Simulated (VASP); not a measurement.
PbO2, 3 atoms in the cell. The structure is cubic, space group Fm-3m (No. 225). The conventional cell has a = 5.404 Å, b = 5.404 Å, c = 5.404 Å, α = 90.00°, β = 90.00°, γ = 90.00°. Within 3.1 Å of Pb (site symmetry m-3m) lie 8 O at 2.34 Å. Within 3.1 Å of O (site symmetry -43m) lie 4 Pb at 2.34 Å and 6 O at 2.70 Å. 

```yaml
Program: VASP 6.6.1
Task: vibrations by perturbation theory
Functional: PBEsol
Potentials_or_basis: VASP PAW PBE potentials, release 64 (Pb_d, O)
Cutoff: 520 eV
k_mesh: 8 × 8 × 8
Occupations: fermi-dirac, width 0.05 eV
Spin: no spin polarisation
Dipole_correction: no
Further_INCAR_settings: ALGO = Normal; EDIFF = 1e-08; IBRION = 8; NSW = 1
```

Potentials or basis: VASP PAW PBE potentials, release 64 (Pb_d, O).

Launch:

```console
$ cat potpaw_PBE.64/Pb_d/POTCAR potpaw_PBE.64/O/POTCAR > POTCAR
$ mpirun -np 1 vasp_std > vasp.out
```

Hardware: 1 thread of Intel(R) Xeon(R) 6975P-C (Granite Rapids), on a shared host.

Question: How long does it take, and how much memory?

Answer: Wall time 100 s on 1 thread of Intel(R) Xeon(R) 6975P-C (Granite Rapids) (shared host), peak memory 0.27 GiB. Counts: scf iterations 56, k points 29.
